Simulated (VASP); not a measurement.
Set up this calculation in VASP 6.6.1, as the native input.

| Quantity | Value |
| --- | --- |
| Task | single point |
| Functional | PBEsol |
| Potentials or basis | VASP PAW PBE potentials, release 64 (H, C) |
| Cutoff | 520 eV |
| k mesh | 3 × 3 × 1 |
| Occupations | gaussian, width 0.05 eV |
| Spin | no spin polarisation |
| Dipole correction | no |
| Further INCAR settings | ALGO = Normal; EDIFF = 1e-06; NBANDS = 54; NELMDL = -8 |

The structure of HC2 lies in POSCAR:

```
HC2
1.0
    5.0487420000      0.0000000000      0.0000000000
    2.5243710000      4.3723390000      0.0000000000
    0.0000000000      0.0000000000     17.7764260000
H C
8 16
Direct
    0.1666667848      0.1666666285      0.0562542774
    0.6666667848      0.1666666285      0.0562542774
    0.1666666285      0.6666667429      0.0562542774
    0.6666666285      0.6666667429      0.0562542774
    0.4999953679     -0.0000402531      0.3237375162
   -0.0000029308      0.4999838759      0.3237285718
    0.5000151045      0.4999541435      0.3237272217
    1.0000199309      0.0000972020      0.3237348160
    0.1666667848      0.1666666285      0.1181339826
    0.6666667848      0.1666666285      0.1181339826
    0.1666666285      0.6666667429      0.1181339826
    0.6666666285      0.6666667429      0.1181339826
   -0.1666666285      0.3333332571      0.1471210242
    0.3333333715      0.3333332571      0.1471210242
   -0.1666667848      0.8333333715      0.1471210242
    0.3333332152      0.8333333715      0.1471210242
   -0.1666688275      0.3333261671      0.2339191241
    0.3333414496      0.3333250235      0.2339214306
   -0.1666542003      0.8333347437      0.2339278998
    0.3333338303      0.8333182766      0.2339233432
    0.0000050048      0.0000006861      0.2611164359
    0.5000064427     -0.0000148662      0.2611139607
    0.0000006689      0.4999937105      0.2611082228
    0.5000063008      0.4999879927      0.2611077727
```

These files were run (other wordings do the same):

INCAR

```
ALGO = Normal ; EDIFF = 1E-6
ENCUT = 520 ; GGA = PS
GGA_COMPAT = F ; ISIF = 2
ISMEAR = 0 ; LASPH = T
LCHARG = F ; LREAL = F
LWAVE = F ; NBANDS = 54
NELM = 120 ; NELMDL = -8
PREC = Accurate ; SIGMA = 0.05
```

KPOINTS

```
k-points
0
Gamma
  3 3 1
```

Potentials or basis: VASP PAW PBE potentials, release 64 (H, C).

Launch:

```console
$ cat potpaw_PBE.64/H/POTCAR potpaw_PBE.64/C/POTCAR > POTCAR
$ mpirun -np 1 vasp_std > vasp.out
```

It gave:

| Property | Result |
| --- | --- |
| Largest force | 1.314 eV/Å |
| Band gap on the k mesh | 2.95 eV |

Caveat: the k points lie up to 0.48 Å⁻¹ apart; the PAW data sets were made with another functional, which shifts forces and pressure a little.

Run time: 3.4 min on 1 thread of Intel(R) Xeon(R) Platinum 8488C (Sapphire Rapids), on a shared host, peak memory 0.52 GiB.
